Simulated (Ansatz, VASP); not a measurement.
## ScBr: VASP beside Ansatz

```
Sc Br
1.0
     3.43205    0.00000    0.00000
     0.00000    3.43205    0.00000
     0.00000    0.00000    3.43205
Sc Br
1 1
Direct
  0.50000 0.50000 0.50000
  0.00000 0.00000 0.00000
```

Alike in both runs: functional PBE; k mesh 16 × 16 × 16; occupations gaussian, width 0.1 eV; no spin polarisation.

Ansatz relaxed the structure, and its values are those at the end. VASP's run is a single point on that final structure, the one shown.

```csv
,VASP,Ansatz
version,VASP 6.6.1,Ansatz 0.2.0
potentials or method,"VASP PAW PBE potentials, release 64 (Sc_sv, Br), cutoff 520 eV","scalar-relativistic, plane waves, PAW"
valence electrons in the cell,18,18
```

Ansatz gave:

| Item | Value |
| --- | --- |
| gap on the k mesh at the Fermi level (eV) | none |
| pressure (GPa) | 0.0 |

Estimate VASP's values.

gap on the k mesh at the Fermi level (eV): none; pressure (GPa): 0.1.

A gap of «none» marks a metal or a gap that the smearing closes.
